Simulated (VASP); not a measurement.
# P (R-3m) in VASP: notebook

Runs on P. Level: PBEsol+D3(BJ). Tasks: single point, relaxation of cell and atoms.

All numbers are computed with VASP 6.6.1; they aren't measurements. Logs are shortened: lines on timing, memory, paths and dates and some standing lists are left out, and cuts for length are marked.

## (1) The cell of the first run

Symmetry: R-3m, No. 166, trigonal system. Conventional cell: a = 2.208 Å, b = 2.208 Å, c = 5.313 Å, α = 90.00°, β = 90.00°, γ = 120.00°. Within 2.9 Å of P (site symmetry -3m) lie 12 P at 2.18 to 2.21 Å.

This isn't the form of P at room conditions, which is orthorhombic.

## (2) Single point, PBEsol+D3(BJ)

Input file INCAR:

```
SYSTEM = P
PREC     = Accurate       ! precision mode
ENCUT    = 520            ! plane-wave cutoff, eV
EDIFF    = 1E-7           ! SCF threshold, eV
ISMEAR   = 0              ! smearing method
SIGMA    = 0.1            ! smearing width, eV
LREAL    = .False.        ! projectors in reciprocal space
LASPH    = .True.         ! aspherical terms in the spheres
NELM     = 100            ! most SCF steps
ALGO     = Normal         ! electronic algorithm
ISIF     = 2              ! what is computed and relaxed
LWAVE    = .False.        ! write WAVECAR
LCHARG   = .False.        ! write CHGCAR
GGA      = PS             ! functional
IVDW     = 12             ! dispersion correction
NBANDS   = 12             ! bands
```

Input file KPOINTS:

```
regular mesh
0
Gamma
  21 21 21
  0 0 0
```

Input file POSCAR:

```
P
1.0
    1.1040912182      0.6374473620      3.5422980906
   -1.1040912182      0.6374473620      3.5422980906
    0.0000000000     -1.2748947241      3.5422980906
P
2
Direct
    0.2500000000      0.2500000000      0.2500000000
    0.7500000000      0.7500000000      0.7500000000
```

Potentials or basis: VASP PAW PBE potentials, release 64 (P).

The run is started by

```console
cat potpaw_PBE.64/P/POTCAR > POTCAR
mpirun -np 1 vasp_std > vasp.out
```

OUTCAR:

```text
SYSTEM = P
   PREC = Accurate
   ENCUT = 520
   EDIFF = 1E-7
   ISMEAR = 0
   LREAL = .False.
   LASPH = .True.
   NELM = 100
   ISIF = 2
   GGA = PS
   IVDW = 12
 IVDW          = 12

 ion  position               nearest neighbor table
   1  0.250  0.250  0.250-   2 2.18   2 2.18   2 2.18   2 2.18   2 2.18   2 2.18
   2  0.750  0.750  0.750-   1 2.18   1 2.18   1 2.18   1 2.18   1 2.18   1 2.18

  LATTYP: Found a trigonal (rhomboedric) cell.
 ALAT       =     3.7647353586
 COS(alpha) =     0.8279831459

  Lattice vectors:

 A1 = (   1.1040912182,   0.6374473620,   3.5422980906)
 A2 = (  -1.1040912182,   0.6374473620,   3.5422980906)
 A3 = (   0.0000000000,  -1.2748947241,   3.5422980906)

Analysis of symmetry for initial positions (statically):
=====================================================================
 Subroutine PRICEL returns following result:

  LATTYP: Found a trigonal (rhomboedric) cell.
 ALAT       =     2.1822753030
 COS(alpha) =     0.4880579168

  Lattice vectors:

 A1 = (   0.0000000000,   1.2748947240,   1.7711490453)
 A2 = (  -1.1040912182,  -0.6374473620,   1.7711490453)
 A3 = (   1.1040912182,  -0.6374473620,   1.7711490453)

   2 primitive cells build up your supercell.

 Routine SETGRP: Setting up the symmetry group for a
 trigonal (rhombohedral) supercell.

 Subroutine GETGRP returns: Found 12 space group operations
 (whereof 12 operations were pure point group operations)
 out of a pool of 12 trial point group operations.

The static configuration has the point symmetry D_3d.

Analysis of symmetry for dynamics (positions and initial velocities):
=====================================================================
 Subroutine PRICEL returns following result:

  LATTYP: Found a trigonal (rhomboedric) cell.
 ALAT       =     2.1822753030
 COS(alpha) =     0.4880579168

  Lattice vectors:

 A1 = (   0.0000000000,   1.2748947240,   1.7711490453)
 A2 = (  -1.1040912182,  -0.6374473620,   1.7711490453)
 A3 = (   1.1040912182,  -0.6374473620,   1.7711490453)

   2 primitive cells build up your supercell.

 Routine SETGRP: Setting up the symmetry group for a
 trigonal (rhombohedral) supercell.

 Subroutine GETGRP returns: Found 12 space group operations
 (whereof 12 operations were pure point group operations)
 out of a pool of 12 trial point group operations.

The dynamic configuration has the point symmetry D_3d.

 Subroutine INISYM returns: Found 12 space group operations
 (whereof 12 operations are pure point group operations),
 and found     2 'primitive' translations

----------------------------------------------------------------------------------------

                                     Primitive cell

  volume of cell :       7.4792

  direct lattice vectors                    reciprocal lattice vectors
     0.000000000  1.274894724  1.771149045    -0.000000000  0.522918994  0.188201741
    -1.104091218 -0.637447362  1.771149045    -0.452861133 -0.261459497  0.188201741
     1.104091218 -0.637447362  1.771149045     0.452861133 -0.261459497  0.188201741

  length of vectors
     2.182275303  2.182275303  2.182275303     0.555755494  0.555755494  0.555755494

  position of ions in fractional coordinates (direct lattice)
     0.500000000  0.500000000  0.500000000

  ion indices of the primitive-cell ions
   primitive index   ion index
                 1           1

----------------------------------------------------------------------------------------

 KPOINTS: regular mesh

Automatic generation of k-mesh.
 Grid dimensions read from file:
 generate k-points for:   21   21   21

 Generating k-lattice:

  Cartesian coordinates                     Fractional coordinates (reciprocal lattice)
     0.021564816  0.012450452  0.004480994     0.047619048 -0.000000000 -0.000000000
    -0.021564816  0.012450452  0.004480994    -0.000000000  0.047619048 -0.000000000
     0.000000000 -0.024900904  0.004480994     0.000000000  0.000000000  0.047619048

  Length of vectors
     0.025300876  0.025300876  0.025300876

  Shift w.r.t. Gamma in fractional coordinates (k-lattice)
     0.000000000  0.000000000  0.000000000

 Subroutine IBZKPT returns following result:
 ===========================================

 Found    891 irreducible k-points:

 Following reciprocal coordinates:
            Coordinates               Weight
  0.000000  0.000000  0.000000      1.000000
  0.047619 -0.000000  0.000000      6.000000
  0.095238 -0.000000  0.000000      6.000000
  0.142857 -0.000000  0.000000      6.000000
  0.190476 -0.000000  0.000000      6.000000
  0.238095 -0.000000  0.000000      6.000000
[... 16 lines left out ...]
 -0.428571  0.047619  0.000000     12.000000
 -0.380952  0.047619  0.000000     12.000000
 [... further k-points ...]
   k-points           NKPTS =    891   k-points in BZ     NKDIM =    891   number of bands    NBANDS=     12
   number of dos      NEDOS =    301   number of ions     NIONS =      2
   total plane-waves  NPLWV =  21952
   dimension x,y,z NGX =    28 NGY =   28 NGZ =   28
   dimension x,y,z NGXF=    56 NGYF=   56 NGZF=   56
   ions per type =               2
   NGX,Y,Z   is equivalent  to a cutoff of  12.36, 12.36, 12.36 a.u.
   NGXF,Y,Z  is equivalent  to a cutoff of  24.73, 24.73, 24.73 a.u.
 SYSTEM =  P
   PREC   = accura    normal or accurate (medium, high low for compatibility)
   ISTART =      0    job   : 0-new  1-cont  2-samecut
   ICHARG =      2    charge: 1-file 2-atom 10-const
   ISPIN  =      1    spin polarized calculation?
   LNONCOLLINEAR =      F non collinear calculations
   LSORBIT =      F    spin-orbit coupling
   LASPH  =      T    aspherical Exc in radial PAW
   ENCUT  =  520.0 eV  38.22 Ry    6.18 a.u.   7.00  7.00  7.00*2*pi/ulx,y,z
   NELM   =    100;   NELMIN=  2; NELMDL= -5     # of ELM steps
   EDIFF  = 0.1E-06   stopping-criterion for ELM
   LREAL  =      F    real-space projection
   EDIFFG = 0.1E-05   stopping-criterion for IOM
   NSW    =      0    number of steps for IOM
   IBRION =     -1    ionic relax: 0-MD 1-quasi-New 2-CG
   NFREE  =      0    steps in history (QN), initial steepest desc. (CG)
   ISIF   =      2    stress and relaxation
   ISYM   =      2    0-nonsym 1-usesym 2-fastsym
   POTIM  = 0.5000    time-step for ionic-motion
   TEBEG  =    0.0;   TEEND  =   0.0 temperature during run
   PSTRESS=    0.0 pullay stress
   NELECT =      10.0000    total number of electrons
   NUPDOWN=      -1.0000    fix difference up-down
   EMIN   =  10.00;   EMAX   =-10.00  energy-range for DOS
   EFERMI =   0.00;   METHOD = LEGACY
   ISMEAR =     0;   SIGMA  =   0.10  broadening in eV -4-tet -1-fermi 0-gaus
   EFERMI_NEDOS =   21; number of points for ismear=-14 and -15
   IALGO  =     38    algorithm
   IMIX   =      4    mixing-type and parameters
     AMIX     =   0.40;   BMIX     =  1.00
     AMIX_MAG =   1.60;   BMIX_MAG =  1.00
  volume/ion in A,a.u.               =       7.48        50.47
  Fermi-wavevector in a.u.,A,eV,Ry     =   1.431461  2.705070 27.879447  2.049082
  Thomas-Fermi vector in A             =   2.551195
   LORBIT       =      0    0 simple, 1 ext, 2 COOP (PROOUT), +10 PAW based schemes
   GGA     = PS    functional components
   LHFCALC =     F    Hartree Fock is set to
   AEXX    =    0.0000 exact exchange contribution
   IVDW    =    12    specifies the selected vdW correction
   LEPSILON=     F    determine dielectric tensor
   LRPA    =     F    only Hartree local field effects (RPA)
 non-spin polarized calculation
 Gauss-broadening in eV      SIGMA  =   0.10
  energy-cutoff  :      520.00
  volume of cell :       14.96
 maximum number of plane-waves:       412
   NGX = 13   NGY = 13   NGZ = 13

 number of electron      10.0000000 magnetization

 number of electron       9.9999999 magnetization

 Free energy of the ion-electron system (eV)
  ---------------------------------------------------
  ext. energy  EPLUGINS =         0.00000000
  ---------------------------------------------------
  free energy    TOTEN  =        -4.84037392 eV

  energy without entropy =       -4.83782614  energy(sigma->0) =       -4.83910003

 E-fermi :  22.1652     XC(G=0): -14.5939

 val. band max:       22.1642634568   @ k =  -0.4762   0.3333   0.1429
 cond. band min:      22.1675555476   @ k =  -0.3810   0.0952  -0.0000
 fundamental gap:      0.0032920908
 Fermi energy:        22.1651528890

 k-point     1 :       0.0000    0.0000    0.0000
  band No.  band energies     occupation
      1      -3.2099      2.00000
      2       7.3787      2.00000
      3       8.3718      2.00000
      4      32.5680      0.00000
      5      32.5680      0.00000
      6      33.1744      0.00000
      7      33.1744      0.00000
      8      34.8573      0.00000
      9      34.8573      0.00000
     10      35.7808      0.00000
     11      37.1816      0.00000
     12      37.1816      0.00000

 k-point     2 :       0.0476   -0.0000    0.0000
  band No.  band energies     occupation
      1      -3.1187      2.00000
      2       7.3564      2.00000
      3       8.5649      2.00000
      4      30.6260      0.00000
      5      31.4198      0.00000
      6      33.4489      0.00000
      7      33.8093      0.00000
      8      33.9846      0.00000
      9      34.4849      0.00000
     10      35.3557      0.00000
     11      37.6871      0.00000
     12      38.1862      0.00000

 k-point     3 :       0.0952   -0.0000    0.0000
  band No.  band energies     occupation
      1      -2.8452      2.00000
      2       7.3689      2.00000
      3       9.0630      2.00000
      4      27.8832      0.00000
      5      30.1751      0.00000
      6      31.0721      0.00000
      7      32.6058      0.00000
      8      33.4922      0.00000
      9      34.6501      0.00000
     10      36.2158      0.00000
     11      37.8538      0.00000
     12      39.9407      0.00000
[... 286 lines left out ...]
 k-point    23 :      -0.4286    0.0476    0.0000
  band No.  band energies     occupation
      1       4.8437      2.00000
      2       8.5990      2.00000
      3      12.8118      2.00000
      4      14.8693      2.00000
      5      18.7764      2.00000
      6      23.9052      0.00000
      7      24.3604      0.00000
      8      25.1950      0.00000
      9      30.4287      0.00000
     10      31.1558      0.00000
     11      41.6878      0.00000
     12      42.1600      0.00000

 k-point    24 :      -0.3810    0.0476    0.0000
  band No.  band energies     occupation
      1       3.2735      2.00000
      2      10.5121      2.00000
      3      11.6645      2.00000
      4      16.5481      2.00000
      5      17.0831      2.00000
      6      24.4444      0.00000
      7      25.4209      0.00000
      8      26.3527      0.00000
      9      30.5609      0.00000
     10      31.4886      0.00000
     11      40.9738      0.00000
     12      43.2778      0.00000

 [... further k-points ...]

------------------------ aborting loop because EDIFF is reached ----------------------------------------

 Edisp (eV)   -1.53502

 E8    (eV) :    -0.9130

  FORCE on cell =-STRESS in cart. coord.  units (eV):
  Direction    XX          YY          ZZ          XY          YZ          ZX
  --------------------------------------------------------------------------------------
  -------------------------------------------------------------------------------------
  Total      18.59448    18.59448    18.58744     0.00000    -0.00000     0.00000
  in kB    1991.63118  1991.63118  1990.87783     0.00000    -0.00000     0.00000
  external pressure =     1991.38 kB  Pullay stress =        0.00 kB

 VOLUME and BASIS-vectors are now :
 -----------------------------------------------------------------------------
  energy-cutoff  :      520.00
  volume of cell :       14.96
      direct lattice vectors                 reciprocal lattice vectors
     1.104091218  0.637447362  3.542298091     0.452861133  0.261459497  0.094100870
    -1.104091218  0.637447362  3.542298091    -0.452861133  0.261459497  0.094100870
     0.000000000 -1.274894724  3.542298091     0.000000000 -0.522918994  0.094100870

 POSITION                                       TOTAL-FORCE (eV/Angst)
 -----------------------------------------------------------------------------------
      0.00000     -0.00000      2.65672         0.000000     -0.000000      0.000000
      0.00000     -0.00000      7.97017         0.000000      0.000000     -0.000000
 -----------------------------------------------------------------------------------
    total drift:                                0.000000     -0.000000     -0.000000

  FREE ENERGIE OF THE ION-ELECTRON SYSTEM (eV)
  ---------------------------------------------------
  free  energy   TOTEN  =        -6.3753930246 eV

  energy  without entropy=       -6.3728452442  energy(sigma->0) =       -6.37411913
```

It took 1.8 min on 1 thread of Intel Xeon 6975P-C (Granite Rapids), shared host; peak memory 0.26 GiB.

Results:

```
Free energy                : -6.3754 eV
Pressure                   : 199.1 GPa
Band gap on the k mesh     : zero (bands 5 and 6 overlap by 15.48 eV)
Dispersion energy per atom : -0.768 eV
```

Caveat: the cell stands under pressure; the PAW data sets were made with another functional, which shifts forces and pressure a little.

## (3) Relaxation of cell and atoms, PBEsol+D3(BJ), target pressure 200 GPa, at which the enthalpy is minimised

This run uses another cell than the first one, of 7.56 Å³/atom.

Input file INCAR:

```
PREC     = Accurate       # precision mode
ENCUT    = 600            # plane-wave cutoff, eV
EDIFF    = 1E-6           # SCF threshold, eV
ISMEAR   = 0              # smearing method
SIGMA    = 0.1            # smearing width, eV
LREAL    = F              # projectors in reciprocal space
LASPH    = T              # aspherical terms in the spheres
NELM     = 100            # most SCF steps
ALGO     = Normal         # electronic algorithm
ISIF     = 3              # what is computed and relaxed
LWAVE    = F              # write WAVECAR
LCHARG   = F              # write CHGCAR
GGA      = PS             # functional
IVDW     = 12             # dispersion correction
IBRION   = 2              # ionic algorithm
NSW      = 50             # ionic steps
EDIFFG   = -0.003         # ionic threshold
PSTRESS  = 2000.0
```

Input file KPOINTS:

```
regular mesh
0
Gamma
  21 21 21
```

Input file POSCAR:

```
P
1.0
    1.1035755020      0.6371496131      3.5856794311
   -1.1035755020      0.6371496131      3.5856794311
    0.0000000000     -1.2742992263      3.5856794311
P
2
Direct
    0.2500000000      0.2500000000      0.2500000000
    0.7500000000      0.7500000000      0.7500000000
```

Potentials or basis: VASP PAW PBE potentials, release 64 (P).

The run is started by

```console
cat potpaw_PBE.64/P/POTCAR > POTCAR
mpirun -np 1 vasp_std > vasp.out
```

Run time: 10 min. Hardware: 1 thread of Intel Xeon 6975P-C (Granite Rapids), shared host; peak memory 0.3 GiB.

The run converged. Its results:

```yaml
Free_energy: -6.3544 eV
Relaxed_volume: 7.47 Å³/atom
Relaxed_cell: a = 3.763 Å, b = 3.763 Å, c = 3.763 Å, α = 34.11°, β = 34.11°, γ = 34.11°
Space_group_after_relaxing_to_0.1_Å: Fm-3m (No. 225)
Energy_change_on_relaxing_the_run_minimises_the_enthalpy: +113.2 meV/atom
Ionic_steps: 11
Pressure_after_relaxing: 200.0 GPa
Band_gap_on_the_k_mesh: zero (bands 5 and 6 overlap by 15.49 eV)
Dispersion_energy_per_atom: -0.768 eV
```

Step by step:
| step | energy change (eV) | largest force (eV/Å) | pressure (GPa) | volume (Å³) |
| --- | --- | --- | --- | --- |
| 1 | 0.0000 | 0.0000 | 190.75 | 15.13 |
| 2 | 1.2520 | 0.0000 | 240.51 | 14.19 |
| 3 | 0.2359 | 0.0000 | 199.97 | 14.93 |
| 4 | 0.2414 | 0.0000 | 200.16 | 14.93 |
| 5 | 0.2410 | 0.0000 | 200.36 | 14.93 |
| 6 | 0.2476 | 0.0000 | 201.05 | 14.93 |
| 7 | 0.2412 | 0.0000 | 200.56 | 14.93 |
| 8 | 0.2416 | 0.0000 | 200.64 | 14.93 |
| 9 | 0.2414 | 0.0000 | 200.61 | 14.93 |
| 10 | 0.1643 | 0.0000 | 197.62 | 14.99 |
| 11 | 0.2264 | 0.0000 | 200.01 | 14.94 |

Final structure:
```xyz
2
Lattice="1.1037 0.6372 3.5406 -1.1037 0.6372 3.5406 0.0000 -1.2744 3.5406" Properties=species:S:1:pos:R:3 pbc="T T T"
P     0.0000    0.0000    2.6555
P     0.0000    0.0000    7.9664
```

Levels at points of the mesh, in eV from the Fermi level:
| k point | band 2 | band 3 | band 4 | band 5 | band 6 | band 7 | band 8 | band 9 |
| --- | --- | --- | --- | --- | --- | --- | --- | --- |
| (0.00, 0.00, 0.00) | -14.80 | -13.80 | 10.42 | 10.42 | 11.01 | 11.01 | 12.69 | 12.69 |

Caveat: the cell is relaxed towards a set pressure, so the run minimises the enthalpy, not the energy; the PAW data sets were made with another functional, which shifts forces and pressure a little.

## (4) Single point, PBEsol+D3(BJ)

This run uses another cell than the first one, of 8.53 Å³/atom.

Input file INCAR:

```
  PREC = Accurate
  ENCUT = 520
  EDIFF = 1E-6
  ISMEAR = 0
  SIGMA = 0.1
  LREAL = F
  LASPH = T
  NELM = 100
  ALGO = Normal
  ISIF = 2
  LWAVE = F
  LCHARG = F
  GGA = PS
  IVDW = 12
  NBANDS = 12
```

Input file KPOINTS:

```
Automatic mesh
0
Gamma
  21 21 21
```

Input file POSCAR:

```
P
1.0
    1.1570966365      0.6680500546      3.6793992974
   -1.1570966365      0.6680500546      3.6793992974
    0.0000000000     -1.3361001092      3.6793992974
P
2
Direct
    0.2500000000      0.2500000000      0.2500000000
    0.7500000000      0.7500000000      0.7500000000
```

The run is started by

```console
cat potpaw_PBE.64/P/POTCAR > POTCAR
mpirun -np 1 vasp_std > vasp.out
```

It took 2 min on 1 thread of Intel Xeon 6975P-C (Granite Rapids), shared host; peak memory 0.29 GiB.

It converged, with:

| Quantity | Value |
| --- | --- |
| Free energy | -8.4262 eV |
| Pressure | 119.6 GPa |
| Band gap on the k mesh | zero (bands 5 and 6 overlap by 13.75 eV) |
| Dispersion energy per atom | -0.672 eV |

Levels at points of the mesh, in eV from the Fermi level:
```csv
k point,band 2,band 3,band 4,band 5,band 6,band 7,band 8,band 9
"(0.00, 0.00, 0.00)",-13.17,-12.70,8.69,8.69,10.73,10.73,12.23,12.23
```

Caveat: the cell stands under pressure; the PAW data sets were made with another functional, which shifts forces and pressure a little.

[end of part 1 of 2]
